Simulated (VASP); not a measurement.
Crystal: Ge.

```
Ge
1.0
    -3.78484    3.78484    3.78484
     3.78484   -3.78484    3.78484
     3.78484    3.78484   -3.78484
Ge
8
Direct
  0.31720 0.31720 0.31720
  0.00000 0.00000 0.68280
  0.00000 0.68280 0.00000
  0.68280 0.00000 0.00000
  0.68280 0.68280 0.68280
  0.00000 0.00000 0.31720
  0.00000 0.31720 0.00000
  0.31720 0.00000 0.00000
```

The cell was generated, and may not be a known phase.

- Program: VASP 6.6.1
- Task: relaxation of cell and atoms
- Functional: PBE
- Potentials or basis: VASP PAW PBE potentials, release 64 (Ge_d)
- Cutoff: 600 eV
- k mesh: 4 × 4 × 4
- Occupations: gaussian, width 0.1 eV
- Spin: no spin polarisation

At the start: pressure 8.7 GPa; volume 27.11 Å³/atom.

**Question.** How do energy, volume and symmetry change on relaxing?

**Answer.** Over 6 steps the energy falls by 108.3 meV/atom and the volume is 31.33 Å³/atom (+15.6 %); space group Im-3m (No. 229, to 0.1 Å) before and after.

The path:
| step | energy change (eV) | largest force (eV/Å) | pressure (GPa) | volume (Å³) |
| --- | --- | --- | --- | --- |
| 1 | 0.0000 | 1.2817 | 8.67 | 216.87 |
| 2 | -0.4822 | 1.1846 | -2.65 | 266.26 |
| 3 | -0.8168 | 0.4505 | 0.60 | 244.26 |
| 4 | -0.8166 | 0.4260 | 0.75 | 243.69 |
| 5 | -0.8651 | 0.0614 | 0.17 | 249.25 |
| 6 | -0.8665 | 0.0172 | -0.05 | 250.66 |

Final structure:
```xyz
8
Lattice="-3.9720 3.9720 3.9720 3.9720 -3.9720 3.9720 3.9720 3.9720 -3.9720" Properties=species:S:1:pos:R:3 pbc="T T T"
Ge    1.2691    1.2691    1.2691
Ge    2.7029    2.7029   -2.7029
Ge    2.7029   -2.7029    2.7029
Ge   -2.7029    2.7029    2.7029
Ge    2.7029    2.7029    2.7029
Ge    1.2691    1.2691   -1.2691
Ge    1.2691   -1.2691    1.2691
Ge   -1.2691    1.2691    1.2691
```

Caveat: the volume moved by over 15 % at a fixed basis, so the end points are rough.
